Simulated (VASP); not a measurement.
# RbBr (P1) in VASP: notebook

The runs below take RbBr through single point, with PBE.

All numbers are computed with VASP 6.6.1; they aren't measurements. Logs are shortened: lines on timing, memory, paths and dates and some standing lists are left out, and cuts for length are marked.

### Step 1. The cell of the first run

The typed cell holds 16 atoms: a = 9.759 Å, b = 9.759 Å, c = 9.759 Å, α = 60.00°, β = 60.00°, γ = 60.00°.

### Step 2. Single point, PBE (dynamics (nvt langevin) at 800 K, volume x 1.02, from the last frame before)

The input, INCAR:

```
PREC = Accurate
ENCUT = 520
EDIFF = 1E-7
ISMEAR = -1
SIGMA = 0.0689
LREAL = Auto
LASPH = T
NELM = 60
ALGO = Normal
ISIF = 2
LWAVE = F
LCHARG = F
GGA = PE
NBANDS = 78
```

The input, KPOINTS:

```
regular mesh
0
Gamma
  1 1 1
```

The input, POSCAR:

```
RbBr
1.0
    0.0000000000      6.9003986740     -6.9003986740
   -6.9003986740      0.0000000000     -6.9003986740
   -6.9003986740      6.9003986740      0.0000000000
Rb Br
8 8
Direct
    0.4733889525      0.4864550091      0.0219201103
   -0.0154624399      0.5331128205      0.0192462793
    0.4756296201      0.0210866077     -0.0171691529
    0.0233159717     -0.0428332498      0.0010781261
    0.5131336851      0.4565470995      0.5056933903
    0.0050337671      0.5660013551      0.4560842277
    0.4742436132     -0.0012697817      0.5338863990
    0.0106697458      0.0347647305      0.4505583875
    0.6971926880      0.7582027861      0.3062852742
    0.2612254864      0.7730301178      0.2186793939
    0.7288353525      0.2456271848      0.2500275102
    0.2106132658      0.2972715921      0.2578219874
    0.8052720955      0.6873058680      0.7733411868
    0.2612568614      0.7289305644      0.7434090032
    0.8013857258      0.2430805928      0.7337460108
    0.2373370840      0.2229338583      0.8058919148
```

Potentials or basis: VASP PAW PBE potentials, release 64 (Rb_sv, Br).

Launch:

```sh
> cat potpaw_PBE.64/Rb_sv/POTCAR potpaw_PBE.64/Br/POTCAR > POTCAR
> mpirun -np 1 vasp_gam > vasp.out
```

OUTCAR:

```text
PREC = Accurate
   ENCUT = 520
   EDIFF = 1E-7
   ISMEAR = -1
   LREAL = Auto
   LASPH = T
   NELM = 60
   ISIF = 2
   GGA = PE

 ion  position               nearest neighbor table
   1  0.473  0.486  0.022-  12 3.14  11 3.34  10 3.38  14 3.40  15 3.72  13 3.74   6 4.45   4 4.50
                             2 4.57   3 4.73   5 4.78   7 4.88   7 4.89   5 5.00   3 5.05   2 5.22
   2  0.985  0.533  0.019-  13 3.01  12 3.21  14 3.31   9 3.56  16 3.64  11 3.77   4 4.25   6 4.54
                             8 4.56   1 4.57   5 4.72   3 4.89   3 4.92   5 5.13   1 5.22   8 5.24
   3  0.476  0.021  0.983-  16 2.88  10 3.20   9 3.79  12 3.80  15 3.82  13 3.84   5 4.47   7 4.50
                             8 4.55   4 4.66   1 4.73   2 4.89   2 4.92   1 5.05   4 5.15   8 5.21
   4  0.023  0.957  0.001-  10 3.17  16 3.35  14 3.36  15 3.41   9 3.70  11 3.72   6 4.15   2 4.25
                             7 4.49   1 4.50   3 4.66   8 4.75   8 5.09   3 5.15   1 5.27   7 5.29
   5  0.513  0.457  0.506-  11 3.23   9 3.43  14 3.52  16 3.55  15 3.60  10 3.75   3 4.47   8 4.52
                             7 4.53   2 4.72   6 4.75   1 4.78   1 5.00   2 5.13   6 5.17   7 5.25
   6  0.005  0.566  0.456-  13 3.18  10 3.21  12 3.25   9 3.27  15 3.68  16 4.09   4 4.15   1 4.45
                             2 4.54   8 4.58   5 4.75   7 4.76   7 5.11   5 5.17   8 5.18   2 5.25
   7  0.474  0.999  0.534-   9 3.23  14 3.36  16 3.43  11 3.48  12 3.74  13 3.97   4 4.49   3 4.50
                             5 4.53   6 4.76   8 4.80   1 4.88   1 4.89   8 5.05   6 5.11   5 5.25
   8  0.011  0.035  0.451-  12 3.23  11 3.37  10 3.41  15 3.43  14 3.77  13 3.90   5 4.52   3 4.55
                             2 4.56   6 4.58   4 4.75   7 4.80   7 5.05   4 5.09   6 5.18   3 5.21
   9  0.697  0.758  0.306-   7 3.23   6 3.27   5 3.43   2 3.56   4 3.70   3 3.79
  10  0.261  0.773  0.219-   4 3.17   3 3.20   6 3.21   1 3.38   8 3.41   5 3.75
  11  0.729  0.246  0.250-   5 3.23   1 3.34   8 3.37   7 3.48   4 3.72   2 3.77
  12  0.211  0.297  0.258-   1 3.14   2 3.21   8 3.23   6 3.25   7 3.74   3 3.80
  13  0.805  0.687  0.773-   2 3.01   6 3.18   1 3.74   3 3.84   8 3.90   7 3.97
  14  0.261  0.729  0.743-   2 3.31   4 3.36   7 3.36   1 3.40   5 3.52   8 3.77
  15  0.801  0.243  0.734-   4 3.41   8 3.43   5 3.60   6 3.68   1 3.72   3 3.82
  16  0.237  0.223  0.806-   3 2.88   4 3.35   7 3.43   5 3.55   2 3.64   6 4.09

  LATTYP: Found a face centered cubic cell.
 ALAT       =    13.8007973480

  Lattice vectors:

 A1 = (   0.0000000000,   6.9003986740,  -6.9003986740)
 A2 = (  -6.9003986740,   0.0000000000,  -6.9003986740)
 A3 = (  -6.9003986740,   6.9003986740,   0.0000000000)

Analysis of symmetry for initial positions (statically):
=====================================================================
 Subroutine PRICEL returns:
 Original cell was already a primitive cell.

 Routine SETGRP: Setting up the symmetry group for a
 face centered cubic supercell.

 Subroutine GETGRP returns: Found  1 space group operations
 (whereof  1 operations were pure point group operations)
 out of a pool of 48 trial point group operations.

The static configuration has the point symmetry C_1 .

Analysis of symmetry for dynamics (positions and initial velocities):
=====================================================================
 Subroutine PRICEL returns:
 Original cell was already a primitive cell.

 Routine SETGRP: Setting up the symmetry group for a
 face centered cubic supercell.

 Subroutine GETGRP returns: Found  1 space group operations
 (whereof  1 operations were pure point group operations)
 out of a pool of 48 trial point group operations.

The dynamic configuration has the point symmetry C_1 .

 Subroutine INISYM returns: Found  1 space group operations
 (whereof  1 operations are pure point group operations),
 and found     1 'primitive' translations

----------------------------------------------------------------------------------------

                                     Primitive cell

  volume of cell :     657.1319

  direct lattice vectors                    reciprocal lattice vectors
     0.000000000  6.900398674 -6.900398674     0.072459581  0.072459581 -0.072459581
    -6.900398674  0.000000000 -6.900398674    -0.072459581 -0.072459581 -0.072459581
    -6.900398674  6.900398674  0.000000000    -0.072459581  0.072459581  0.072459581

  length of vectors
     9.758637391  9.758637391  9.758637391     0.125503677  0.125503677  0.125503677

  position of ions in fractional coordinates (direct lattice)
     0.473388953  0.486455009  0.021920110
     0.984537560  0.533112821  0.019246279
     0.475629620  0.021086608  0.982830847
     0.023315972  0.957166750  0.001078126
     0.513133685  0.456547099  0.505693390
     0.005033767  0.566001355  0.456084228
[... 8 lines left out ...]
     0.801385726  0.243080593  0.733746011
     0.237337084  0.222933858  0.805891915

  ion indices of the primitive-cell ions
   primitive index   ion index
                 1           1
                 2           2
                 3           3
                 4           4
                 5           5
                 6           6
[... 8 lines left out ...]
                15          15
                16          16

----------------------------------------------------------------------------------------

 KPOINTS: regular mesh

Automatic generation of k-mesh.
 Grid dimensions read from file:
 generate k-points for:    1    1    1

 Generating k-lattice:

  Cartesian coordinates                     Fractional coordinates (reciprocal lattice)
     0.072459581  0.072459581 -0.072459581     1.000000000  0.000000000  0.000000000
    -0.072459581 -0.072459581 -0.072459581     0.000000000  1.000000000  0.000000000
    -0.072459581  0.072459581  0.072459581     0.000000000  0.000000000  1.000000000

  Length of vectors
     0.125503677  0.125503677  0.125503677

  Shift w.r.t. Gamma in fractional coordinates (k-lattice)
     0.000000000  0.000000000  0.000000000

 Subroutine IBZKPT returns following result:
 ===========================================

 Found      1 irreducible k-points:

 Following reciprocal coordinates:
            Coordinates               Weight
  0.000000  0.000000  0.000000      1.000000
   k-points           NKPTS =      1   k-points in BZ     NKDIM =      1   number of bands    NBANDS=     78
   number of dos      NEDOS =    301   number of ions     NIONS =     16
   total plane-waves  NPLWV = 512000
   dimension x,y,z NGX =    80 NGY =   80 NGZ =   80
   dimension x,y,z NGXF=   160 NGYF=  160 NGZF=  160
   ions per type =               8   8
   NGX,Y,Z   is equivalent  to a cutoff of  13.63, 13.63, 13.63 a.u.
   NGXF,Y,Z  is equivalent  to a cutoff of  27.26, 27.26, 27.26 a.u.
 SYSTEM =  unknown system
   PREC   = accura    normal or accurate (medium, high low for compatibility)
   ISTART =      0    job   : 0-new  1-cont  2-samecut
   ICHARG =      2    charge: 1-file 2-atom 10-const
   ISPIN  =      1    spin polarized calculation?
   LNONCOLLINEAR =      F non collinear calculations
   LSORBIT =      F    spin-orbit coupling
   LASPH  =      T    aspherical Exc in radial PAW
   ENCUT  =  520.0 eV  38.22 Ry    6.18 a.u.  18.14 18.14 18.14*2*pi/ulx,y,z
   NELM   =     60;   NELMIN=  2; NELMDL= -5     # of ELM steps
   EDIFF  = 0.1E-06   stopping-criterion for ELM
   LREAL  =      T    real-space projection
   EDIFFG = 0.1E-05   stopping-criterion for IOM
   NSW    =      0    number of steps for IOM
   IBRION =     -1    ionic relax: 0-MD 1-quasi-New 2-CG
   NFREE  =      0    steps in history (QN), initial steepest desc. (CG)
   ISIF   =      2    stress and relaxation
   ISYM   =      2    0-nonsym 1-usesym 2-fastsym
   POTIM  = 0.5000    time-step for ionic-motion
   TEBEG  =    0.0;   TEEND  =   0.0 temperature during run
   PSTRESS=    0.0 pullay stress
   NELECT =     128.0000    total number of electrons
   NUPDOWN=      -1.0000    fix difference up-down
   EMIN   =  10.00;   EMAX   =-10.00  energy-range for DOS
   EFERMI =   0.00;   METHOD = LEGACY
   ISMEAR =    -1;   SIGMA  =   0.07  broadening in eV -4-tet -1-fermi 0-gaus
   EFERMI_NEDOS =   21; number of points for ismear=-14 and -15
   IALGO  =     38    algorithm
   IMIX   =      4    mixing-type and parameters
     AMIX     =   0.40;   BMIX     =  1.00
     AMIX_MAG =   1.60;   BMIX_MAG =  1.00
  volume/ion in A,a.u.               =      41.07       277.16
  Fermi-wavevector in a.u.,A,eV,Ry     =   0.948988  1.793327 12.253106  0.900578
  Thomas-Fermi vector in A             =   2.077228
   LORBIT       =      0    0 simple, 1 ext, 2 COOP (PROOUT), +10 PAW based schemes
   GGA     = PE    functional components
   LHFCALC =     F    Hartree Fock is set to
   AEXX    =    0.0000 exact exchange contribution
   IVDW    =     0    specifies the selected vdW correction
   LEPSILON=     F    determine dielectric tensor
   LRPA    =     F    only Hartree local field effects (RPA)
 non-spin polarized calculation
  energy-cutoff  :      520.00
  volume of cell :      657.13
 maximum number of plane-waves:      8787
 NGX is ok and might be reduce to    80
   NGX = 37   NGY = 37   NGZ = 37

 number of electron     127.9999999 magnetization

 Free energy of the ion-electron system (eV)
  ---------------------------------------------------
  ext. energy  EPLUGINS =         0.00000000
  ---------------------------------------------------
  free energy    TOTEN  =       -46.87570383 eV

  energy without entropy =      -46.87570383  energy(sigma->0) =      -46.87570383

 E-fermi :   0.1979     XC(G=0):  -7.1193

 val. band max:       -1.4728088066   @ k =   0.0000   0.0000   0.0000
 cond. band min:       2.4357799801   @ k =   0.0000   0.0000   0.0000
 fundamental gap:      3.9085887867
 Fermi energy:         0.1979142843

 k-point     1 :       0.0000    0.0000    0.0000
  band No.  band energies     occupation
      1     -26.4870      2.00000
      2     -26.4615      2.00000
      3     -26.4333      2.00000
      4     -26.4074      2.00000
      5     -26.3556      2.00000
      6     -26.2723      2.00000
[... 68 lines left out ...]
     75       5.2257      0.00000
     76       5.3684      0.00000
 [bands above 76 left out]

------------------------ aborting loop because EDIFF is reached ----------------------------------------

  FORCE on cell =-STRESS in cart. coord.  units (eV):
  Direction    XX          YY          ZZ          XY          YZ          ZX
  --------------------------------------------------------------------------------------
  -------------------------------------------------------------------------------------
  Total        5.2943618     10.1847258      6.2325767     -0.6630061     -0.5210943      0.0856431
  in kB       12.9083774     24.8317530     15.1958734     -1.6164996     -1.2704990      0.2088096
  external PRESSURE =      17.6453346 kB  Pullay stress =       0.0000000 kB

 VOLUME and BASIS-vectors are now :
 -----------------------------------------------------------------------------
  energy-cutoff  :      520.00
  volume of cell :      657.13
      direct lattice vectors                 reciprocal lattice vectors
     0.000000000  6.900398674 -6.900398674     0.072459581  0.072459581 -0.072459581
    -6.900398674  0.000000000 -6.900398674    -0.072459581 -0.072459581 -0.072459581
    -6.900398674  6.900398674  0.000000000    -0.072459581  0.072459581  0.072459581

 POSITION                                       TOTAL-FORCE (eV/Angst)
 -----------------------------------------------------------------------------------
     -3.50799      3.41783     -6.62331         0.382795      0.091736     -0.632621
     -3.81150      6.92651    -10.47239         0.008355      0.205302      0.234549
     -6.92743     10.06396     -3.42754         0.084223      1.457154     -0.483556
     -6.61227      0.16833     -6.76572        -0.268337     -0.595530      0.058385
     -6.63984      7.03031     -6.69118        -0.390558      0.021026     -0.102653
     -7.05280      3.18190     -3.94037        -0.065469      0.271765      0.566593
[... 8 lines left out ...]
     -6.74049     10.59302     -7.20723        -0.011488     -0.216083      0.226798
     -7.09931      7.19870     -3.17605        -0.013043     -1.170214     -0.144748
 -----------------------------------------------------------------------------------
    total drift:                                0.001879      0.015932     -0.010191

  FREE ENERGIE OF THE ION-ELECTRON SYSTEM (eV)
  ---------------------------------------------------
  free  energy   TOTEN  =       -46.8757038317 eV

  energy  without entropy=      -46.8757038315  energy(sigma->0) =      -46.87570383
```

It took 2.4 min on 1 thread of AMD EPYC 9R14 (Zen 4), shared host; peak memory 0.97 GiB.

Results:

```yaml
Free_energy: -46.8757 eV
Pressure: 1.8 GPa
Largest_force: 1.538 eV/Å
Band_gap_on_the_k_mesh: 3.91 eV
```

Forces in eV/Å, atoms in the order of the input:
```
Rb   0.383  0.092 -0.633
Rb   0.008  0.205  0.235
Rb   0.084  1.457 -0.484
Rb  -0.268 -0.596  0.058
Rb  -0.391  0.021 -0.103
Rb  -0.065  0.272  0.567
Rb  -0.041 -0.030 -0.061
Rb  -0.103  0.250  0.347
Br   0.321 -0.234 -0.158
Br   0.003  0.427  0.017
Br   0.171  0.130  0.058
Br   0.273  0.385  0.141
Br  -0.380 -0.915 -0.032
Br   0.030 -0.079 -0.035
Br  -0.011 -0.216  0.227
Br  -0.013 -1.170 -0.145
```

Levels at points of the mesh, in eV from the valence-band top:
```csv
k point,band 62,band 63,band 64,band 65,band 66,band 67
"(0.00, 0.00, 0.00)",-0.10,-0.10,0.00,3.91,5.36,5.40
```

Caveat: the k points lie up to 0.79 Å⁻¹ apart; forces of over 1 eV/Å act on the atoms, so gaps and moduli don't describe the material at rest. A k mesh can miss the band edges.

### Step 3. Single point, PBE (dynamics (nvt langevin) at 800 K, volume x 1.02, from the last frame before)

The input, INCAR:

```
PREC = Accurate
ENCUT = 520
EDIFF = 1E-6
ISMEAR = -1
SIGMA = 0.0689
LREAL = Auto
LASPH = T
NELM = 100
ALGO = Normal
ISIF = 2
LWAVE = F
LCHARG = T
GGA = PE
LELF = T
LVHAR = T
NBANDS = 78
```

KPOINTS is that of step 2.

The input, POSCAR:

```
RbBr
1.0
    0.0000000000      6.9003986740     -6.9003986740
   -6.9003986740      0.0000000000     -6.9003986740
   -6.9003986740      6.9003986740      0.0000000000
Rb Br
8 8
Direct
    0.5256640480      0.4546252540     -0.0087594214
    0.0031927141      0.5472888131      0.0549684182
    0.4771285190      0.0256905446      0.0126436173
   -0.0083075635     -0.0115063642     -0.0177002092
    0.5307048437      0.4490476777      0.4594796837
    0.0080810548      0.5193625281      0.5074735049
    0.4316798406      0.0056954680      0.5666946483
    0.0139874527     -0.0109035729      0.5002839927
    0.6868981379      0.7739213707      0.2631168264
    0.2886290480      0.7104451107      0.2569026202
    0.7392290998      0.2087620684      0.2256829748
    0.2257084081      0.2795316751      0.3012647672
    0.8150227640      0.7115994643      0.7818339570
    0.2738217876      0.7166344633      0.7417901112
    0.8268771515      0.2514779337      0.7192056915
    0.2277943745      0.2671238413      0.7753263620
```

Potentials or basis: VASP PAW PBE potentials, release 64 (Rb_sv, Br).

Launch:

```sh
> cat potpaw_PBE.64/Rb_sv/POTCAR potpaw_PBE.64/Br/POTCAR > POTCAR
> mpirun -np 1 vasp_gam > vasp.out
```

Wall time 2.3 min (1 thread of AMD EPYC 9R14 (Zen 4), shared host); peak memory 0.97 GiB.

It converged, with:

* Free energy: -46.6656 eV
* Pressure: 1.7 GPa
* Largest force: 0.958 eV/Å
* Band gap on the k mesh: 3.90 eV

Forces on the atoms (eV/Å):
```
Rb  -0.234 -0.353 -0.314
Rb   0.549 -0.175  0.344
Rb   0.120 -0.078  0.063
Rb  -0.005  0.718  0.040
Rb  -0.327  0.416 -0.059
Rb  -0.567 -0.145 -0.222
Rb   0.388  0.190 -0.404
Rb   0.205 -0.068  0.018
Br  -0.317  0.355 -0.084
Br  -0.053 -0.685 -0.272
Br  -0.211  0.701  0.079
Br   0.796 -0.029  0.076
Br  -0.405 -0.409  0.135
Br   0.004  0.063  0.003
Br   0.111 -0.759  0.573
Br  -0.055  0.258  0.025
```

Stress tensor (GPa, compression positive):
```
 1.65  0.10 -0.01
 0.10  2.11  0.16
-0.01  0.16  1.49
```

Levels at points of the mesh, in eV from the valence-band top:
```tsv
k point	band 62	band 63	band 64	band 65	band 66	band 67
(0.00, 0.00, 0.00)	-0.10	-0.07	0.00	3.90	5.45	5.49
```

Caveat: the k points lie up to 0.79 Å⁻¹ apart.

[end of part 1 of 2]
